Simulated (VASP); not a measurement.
The system is GaP.

```
Ga P
1.0
     0.00000    2.72525    2.72525
     2.72525    0.00000    2.72525
     2.72525    2.72525    0.00000
Ga P
1 1
Direct
  0.00000 0.00000 0.00000
  0.25000 0.25000 0.25000
```

- Program: VASP 6.6.1
- Task: relaxation of cell and atoms
- Functional: LDA
- Potentials or basis: VASP PAW LDA potentials, release 64 (Ga_d, P)
- Cutoff: 500 eV
- k mesh: 8 × 8 × 8
- Occupations: gaussian, width 0.02 eV
- Spin: no spin polarisation

At the start: pressure -2.6 GPa; volume 20.24 Å³/atom.

Question: How do energy, volume and symmetry change on relaxing?

Answer: Over 3 steps the energy falls by 5.3 meV/atom and the volume is 19.61 Å³/atom (-3.1 %); space group F-43m (No. 216, to 0.1 Å) before and after.

The path:
```csv
step,energy change (eV),largest force (eV/Å),pressure (GPa),volume (Å³)
1,0.0000,0.0000,-2.64,40.48
2,-0.0074,0.0000,1.61,38.55
3,-0.0107,0.0000,-0.01,39.22
```

Final structure:
```
Ga P
1.0
     0.00000    2.69676    2.69676
     2.69676    0.00000    2.69676
     2.69676    2.69676    0.00000
Ga P
1 1
Cartesian
  0.0000 0.0000 0.0000
  1.3484 1.3484 1.3484
```
